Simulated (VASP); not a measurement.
# BaTe in VASP: notebook, part 2 of 3

VASP 6.6.1. Earlier steps stand in the parts before.

### Step 3. Single point, r2SCAN

This run uses another cell than the first one, of 44.08 Å³/atom, 0.864 times its volume.

File POSCAR:

```
BaTe
1.0
    0.0000000000      3.5323868452      3.5323868452
    3.5323868452      0.0000000000      3.5323868452
    3.5323868452      3.5323868452      0.0000000000
Ba Te
1 1
Direct
    0.0000000000      0.0000000000      0.0000000000
    0.5000000000      0.5000000000      0.5000000000
```

File INCAR.step1:

```
SYSTEM = BaTe
PREC     = Accurate       ! precision mode
ENCUT    = 520            ! plane-wave cutoff, eV
ISMEAR   = 0              ! smearing method
SIGMA    = 0.01           ! smearing width, eV
LREAL    = .FALSE.        ! projectors in reciprocal space
LASPH    = .TRUE.         ! aspherical terms in the spheres
NELM     = 100            ! most SCF steps
NBANDS   = 15             ! bands
GGA      = PE             ! functional
ALGO     = Normal         ! electronic algorithm
EDIFF    = 1E-4           ! SCF threshold, eV
LWAVE    = .TRUE.         ! write WAVECAR
LCHARG   = .FALSE.        ! write CHGCAR
```

File INCAR.step2:

```
SYSTEM = BaTe
PREC     = Accurate       ! precision mode
ENCUT    = 520            ! plane-wave cutoff, eV
EDIFF    = 1E-7           ! SCF threshold, eV
ISMEAR   = 0              ! smearing method
SIGMA    = 0.01           ! smearing width, eV
LREAL    = .FALSE.        ! projectors in reciprocal space
LASPH    = .TRUE.         ! aspherical terms in the spheres
NELM     = 100            ! most SCF steps
ALGO     = Normal         ! electronic algorithm
ISIF     = 2              ! what is computed and relaxed
LWAVE    = .FALSE.        ! write WAVECAR
LCHARG   = .FALSE.        ! write CHGCAR
METAGGA  = R2SCAN         ! meta-GGA
LMIXTAU  = .TRUE.       
NBANDS   = 15             ! bands
ISTART   = 1
```

File KPOINTS:

```
Automatic mesh
0
G
  6 6 6
  0 0 0
```

Potentials or basis: VASP PAW PBE potentials, release 64 (Ba_sv, Te).

The run is started by

```
cat potpaw_PBE.64/Ba_sv/POTCAR potpaw_PBE.64/Te/POTCAR > POTCAR
cp INCAR.step1 INCAR
mpirun -np 1 vasp_std > vasp.out
cp INCAR.step2 INCAR
mpirun -np 1 vasp_std > vasp.out
```

OUTCAR:

```text
SYSTEM = BaTe
   PREC = Accurate
   ENCUT = 520
   EDIFF = 1E-7
   ISMEAR = 0
   LREAL = .FALSE.
   LASPH = .TRUE.
   NELM = 100
   ISIF = 2
   METAGGA = R2SCAN
   ISTART = 1

 ion  position               nearest neighbor table
   1  0.000  0.000  0.000-   2 3.53   2 3.53   2 3.53   2 3.53   2 3.53   2 3.53
   2  0.500  0.500  0.500-   1 3.53   1 3.53   1 3.53   1 3.53   1 3.53   1 3.53

  LATTYP: Found a face centered cubic cell.
 ALAT       =     7.0647736904

  Lattice vectors:

 A1 = (   0.0000000000,   3.5323868452,   3.5323868452)
 A2 = (   3.5323868452,   0.0000000000,   3.5323868452)
 A3 = (   3.5323868452,   3.5323868452,   0.0000000000)

Analysis of symmetry for initial positions (statically):
=====================================================================
 Subroutine PRICEL returns:
 Original cell was already a primitive cell.

 Routine SETGRP: Setting up the symmetry group for a
 face centered cubic supercell.

 Subroutine GETGRP returns: Found 48 space group operations
 (whereof 48 operations were pure point group operations)
 out of a pool of 48 trial point group operations.

The static configuration has the point symmetry O_h .

Analysis of symmetry for dynamics (positions and initial velocities):
=====================================================================
 Subroutine PRICEL returns:
 Original cell was already a primitive cell.

 Routine SETGRP: Setting up the symmetry group for a
 face centered cubic supercell.

 Subroutine GETGRP returns: Found 48 space group operations
 (whereof 48 operations were pure point group operations)
 out of a pool of 48 trial point group operations.

The dynamic configuration has the point symmetry O_h .

 Subroutine INISYM returns: Found 48 space group operations
 (whereof 48 operations are pure point group operations),
 and found     1 'primitive' translations

----------------------------------------------------------------------------------------

                                     Primitive cell

  volume of cell :      88.1525

  direct lattice vectors                    reciprocal lattice vectors
     0.000000000  3.532386845  3.532386845    -0.141547351  0.141547351  0.141547351
     3.532386845  0.000000000  3.532386845     0.141547351 -0.141547351  0.141547351
     3.532386845  3.532386845  0.000000000     0.141547351  0.141547351 -0.141547351

  length of vectors
     4.995549384  4.995549384  4.995549384     0.245167203  0.245167203  0.245167203

  position of ions in fractional coordinates (direct lattice)
     0.000000000  0.000000000  0.000000000
     0.500000000  0.500000000  0.500000000

  ion indices of the primitive-cell ions
   primitive index   ion index
                 1           1
                 2           2

----------------------------------------------------------------------------------------

 KPOINTS: Automatic mesh

Automatic generation of k-mesh.
 Grid dimensions read from file:
 generate k-points for:    6    6    6

 Generating k-lattice:

  Cartesian coordinates                     Fractional coordinates (reciprocal lattice)
    -0.023591225  0.023591225  0.023591225     0.166666667  0.000000000  0.000000000
     0.023591225 -0.023591225  0.023591225     0.000000000  0.166666667  0.000000000
     0.023591225  0.023591225 -0.023591225     0.000000000  0.000000000  0.166666667
[... 32 lines left out ...]
   total plane-waves  NPLWV =  64000
   dimension x,y,z NGX =    40 NGY =   40 NGZ =   40
   dimension x,y,z NGXF=    80 NGYF=   80 NGZF=   80
   ions per type =               1   1
   NGX,Y,Z   is equivalent  to a cutoff of  13.31, 13.31, 13.31 a.u.
   NGXF,Y,Z  is equivalent  to a cutoff of  26.62, 26.62, 26.62 a.u.
 SYSTEM =  BaTe
   PREC   = accura    normal or accurate (medium, high low for compatibility)
   ISTART =      1    job   : 0-new  1-cont  2-samecut
   ICHARG =      0    charge: 1-file 2-atom 10-const
   ISPIN  =      1    spin polarized calculation?
   LNONCOLLINEAR =      F non collinear calculations
   LSORBIT =      F    spin-orbit coupling
   LASPH  =      T    aspherical Exc in radial PAW
   ENCUT  =  520.0 eV  38.22 Ry    6.18 a.u.   9.29  9.29  9.29*2*pi/ulx,y,z
   NELM   =    100;   NELMIN=  2; NELMDL=  0     # of ELM steps
   EDIFF  = 0.1E-06   stopping-criterion for ELM
   LREAL  =      F    real-space projection
   EDIFFG = 0.1E-05   stopping-criterion for IOM
   NSW    =      0    number of steps for IOM
   IBRION =     -1    ionic relax: 0-MD 1-quasi-New 2-CG
   NFREE  =      0    steps in history (QN), initial steepest desc. (CG)
   ISIF   =      2    stress and relaxation
   ISYM   =      2    0-nonsym 1-usesym 2-fastsym
   POTIM  = 0.5000    time-step for ionic-motion
   TEBEG  =    0.0;   TEEND  =   0.0 temperature during run
   PSTRESS=    0.0 pullay stress
   NELECT =      16.0000    total number of electrons
   NUPDOWN=      -1.0000    fix difference up-down
   EMIN   =  10.00;   EMAX   =-10.00  energy-range for DOS
   EFERMI =   0.00;   METHOD = LEGACY
   ISMEAR =     0;   SIGMA  =   0.01  broadening in eV -4-tet -1-fermi 0-gaus
   EFERMI_NEDOS =   21; number of points for ismear=-14 and -15
   IALGO  =     38    algorithm
   IMIX   =      4    mixing-type and parameters
     AMIX     =   0.40;   BMIX     =  1.00
     AMIX_MAG =   1.60;   BMIX_MAG =  1.00
  volume/ion in A,a.u.               =      44.08       297.44
  Fermi-wavevector in a.u.,A,eV,Ry     =   0.926908  1.751602 11.689557  0.859158
  Thomas-Fermi vector in A             =   2.052921
   LORBIT       =      0    0 simple, 1 ext, 2 COOP (PROOUT), +10 PAW based schemes
   METAGGA = R2SCAN    functional components
   LHFCALC =     F    Hartree Fock is set to
   AEXX    =    0.0000 exact exchange contribution
   IVDW    =     0    specifies the selected vdW correction
   LEPSILON=     F    determine dielectric tensor
   LRPA    =     F    only Hartree local field effects (RPA)
 non-spin polarized calculation
 Gauss-broadening in eV      SIGMA  =   0.01
  energy-cutoff  :      520.00
  volume of cell :       88.15
 maximum number of plane-waves:      2421
 NGX is ok and might be reduce to    40
   NGX = 19   NGY = 19   NGZ = 19

 number of electron      16.0000000 magnetization

 Free energy of the ion-electron system (eV)
  ---------------------------------------------------
  ext. energy  EPLUGINS =         0.00000000
  ---------------------------------------------------
  free energy    TOTEN  =       -56.02839419 eV

  energy without entropy =      -56.02839419  energy(sigma->0) =      -56.02839419

 E-fermi :   1.9673     XC(G=0):  -8.5140

 val. band max:        1.8932383193   @ k =   0.0000   0.0000   0.0000
 cond. band min:       3.8246957980   @ k =   0.5000   0.5000   0.0000
 fundamental gap:      1.9314574787
 Fermi energy:         1.9672685918

 k-point     1 :       0.0000    0.0000    0.0000
  band No.  band energies     occupation
      1     -25.9913      2.00000
      2     -10.7131      2.00000
      3     -10.7131      2.00000
      4     -10.7131      2.00000
      5      -7.8600      2.00000
      6       1.8932      2.00000
      7       1.8932      2.00000
      8       1.8932      2.00000
      9       5.2509      0.00000
     10       5.2509      0.00000
     11       5.2509      0.00000
     12       5.3617      0.00000
     13       5.9098      0.00000
     14       5.9098      0.00000
[... 257 lines left out ...]
      2     -10.8721      2.00000
      3     -10.8340      2.00000
      4     -10.8163      2.00000
      5      -7.5101      2.00000
      6       0.8366      2.00000
      7       0.8572      2.00000
      8       1.1598      2.00000
      9       4.8443      0.00000
     10       6.8626      0.00000
     11       7.1124      0.00000
     12       7.6907      0.00000
     13       8.0711      0.00000
     14       8.9077      0.00000
     15      10.4593      0.00000

------------------------ aborting loop because EDIFF is reached ----------------------------------------

  FORCE on cell =-STRESS in cart. coord.  units (eV):
  Direction    XX          YY          ZZ          XY          YZ          ZX
  --------------------------------------------------------------------------------------
  -------------------------------------------------------------------------------------
  Total        0.1624924      0.1624924      0.1624924      0.0000000      0.0000000      0.0000000
  in kB        2.9533088      2.9533088      2.9533088      0.0000000      0.0000000      0.0000000
  external PRESSURE =       2.9533088 kB  Pullay stress =       0.0000000 kB

 VOLUME and BASIS-vectors are now :
 -----------------------------------------------------------------------------
  energy-cutoff  :      520.00
  volume of cell :       88.15
      direct lattice vectors                 reciprocal lattice vectors
     0.000000000  3.532386845  3.532386845    -0.141547351  0.141547351  0.141547351
     3.532386845  0.000000000  3.532386845     0.141547351 -0.141547351  0.141547351
     3.532386845  3.532386845  0.000000000     0.141547351  0.141547351 -0.141547351

 POSITION                                       TOTAL-FORCE (eV/Angst)
 -----------------------------------------------------------------------------------
      0.00000      0.00000      0.00000         0.000000     -0.000000     -0.000000
      3.53239      3.53239      3.53239        -0.000000      0.000000      0.000000
 -----------------------------------------------------------------------------------
    total drift:                                0.000000     -0.000000     -0.000000

  FREE ENERGIE OF THE ION-ELECTRON SYSTEM (eV)
  ---------------------------------------------------
  free  energy   TOTEN  =       -56.0283941938 eV

  energy  without entropy=      -56.0283941938  energy(sigma->0) =      -56.02839419
```

Run time: 86 s. Hardware: 1 thread of Intel Xeon Platinum 8375C at 2.90GHz (Ice Lake), shared host; peak memory 0.26 GiB.

What came out:

| Quantity | Value |
| --- | --- |
| Free energy | -56.0284 eV |
| Pressure | 0.3 GPa |
| Band gap on the k mesh | 1.93 eV, indirect (least direct gap 2.32 eV) |

Caveat: the PAW data sets were made with another functional, which shifts forces and pressure a little; spin-orbit coupling is left out, which moves the levels of the heavy elements.

(Continued in part 3 of 3.)
